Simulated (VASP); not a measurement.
A run of VASP 6.6.1:

The input POSCAR:

```
MoS2
1.0
    0.0000000000      2.9243830910      2.9243830910
    2.9243830910      0.0000000000      2.9243830910
    2.9243830910      2.9243830910      0.0000000000
Mo S
1 2
Direct
    0.0000000000      0.0000000000      0.0000000000
    0.7500000000      0.7500000000      0.7500000000
    0.2500000000      0.2500000000      0.2500000000
```

Contents of INCAR.step1:

```
SYSTEM = MoS2
PREC = Accurate
ENCUT = 520
ISMEAR = -1
SIGMA = 0.03
LREAL = .FALSE.
LASPH = .TRUE.
NELM = 60
NBANDS = 20
GGA = PE
ALGO = Normal
EDIFF = 1E-4
LWAVE = .TRUE.
LCHARG = .FALSE.
```

File INCAR.step2:

```
SYSTEM = MoS2
PREC = Accurate
ENCUT = 520
EDIFF = 1E-6
ISMEAR = -1
SIGMA = 0.03
LREAL = .FALSE.
LASPH = .TRUE.
NELM = 60
ALGO = Normal
ISIF = 2
LWAVE = .FALSE.
LCHARG = .TRUE.
METAGGA = R2SCAN
LMIXTAU = .TRUE.
LUSE_VDW = .TRUE.
IVDW_NL = 2
BPARAM = 11.95
CPARAM = 0.0093
LELF = .TRUE.
LVHAR = .TRUE.
NBANDS = 20
ISTART = 1
```

KPOINTS

```
regular mesh
0
G
  8 8 8
  0 0 0
```

Potentials or basis: VASP PAW PBE potentials, release 64 (Mo_sv, S).

The run is started by

```bash
$ cat potpaw_PBE.64/Mo_sv/POTCAR potpaw_PBE.64/S/POTCAR > POTCAR
$ cp INCAR.step1 INCAR
$ mpirun -np 1 vasp_std > vasp.out
$ cp INCAR.step2 INCAR
$ mpirun -np 1 vasp_std > vasp.out
```

Hardware: 1 thread of Intel(R) Xeon(R) 6975P-C (Granite Rapids) (shared host).

Estimate the wall time of this run.

Wall time 120 s on 1 thread of Intel(R) Xeon(R) 6975P-C (Granite Rapids) (shared host), peak memory 0.32 GiB. Counts: k points 29.
